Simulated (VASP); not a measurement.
Set up this calculation in VASP 6.6.1, as the native input.

- Task: single point
- Functional: PBEsol
- Potentials or basis: VASP PAW PBE potentials, release 64 (Si, Mo_sv)
- Cutoff: 520 eV
- k mesh: 8 × 8 × 8
- Occupations: gaussian, width 0.15 eV
- Spin: no spin polarisation
- Dipole correction: no
- Further INCAR settings: ALGO = Fast; EDIFF = 1e-06; NBANDS = 56

The structure of SiMo3 lies in POSCAR:

```
SiMo3
1.0
    4.8615851677      0.0000000000      0.0000000000
    0.0000000000      4.8615851677      0.0000000000
    0.0000000000      0.0000000000      4.8615851677
Si Mo
2 6
Direct
    0.0000000000      0.0117956543      0.0000000000
    0.5000000000      0.5117956543      0.5000000000
    0.2500000000      0.0175575130      0.5000000000
    0.5000000000      0.7114323326      0.0000000000
    0.7500000000      0.0175575130      0.5000000000
    0.5000000000      0.2114323326      0.0000000000
    0.0000000000      0.5175575130      0.7500000000
    0.0000000000      0.5175575130      0.2500000000
```

This cell differs from its parent crystal: mode 4 (147.8 1/cm) frozen in, largest displacement +0.188 Å.

One way to write it, as run:

INCAR

```
PREC = Accurate
ENCUT = 520
EDIFF = 1E-6
ISMEAR = 0
SIGMA = 0.15
LREAL = F
LASPH = T
NELM = 100
ALGO = Fast
ISIF = 2
LWAVE = F
LCHARG = F
GGA = PS
NBANDS = 56
```

KPOINTS

```
regular mesh
0
Gamma
  8 8 8
```

Potentials or basis: VASP PAW PBE potentials, release 64 (Si, Mo_sv).

Command:

```console
$ cat potpaw_PBE.64/Si/POTCAR potpaw_PBE.64/Mo_sv/POTCAR > POTCAR
$ mpirun -np 1 vasp_std > vasp.out
```

Results of the run:

```
Pressure               : 2.0 GPa
Largest force          : 1.511 eV/Å
Band gap on the k mesh : zero (band 46 reaches 14.08 eV, above the bottom of band 47 at 11.73 eV)
```

Caveat: the cell differs from its parent crystal (mode 4 (147.8 1/cm) frozen in, largest displacement +0.188 Å); the PAW data sets were made with another functional, which shifts forces and pressure a little.

It took 4.5 min on 1 thread of AMD EPYC 9R45 96-Core Processor (Zen 5), on a shared host, peak memory 0.41 GiB.
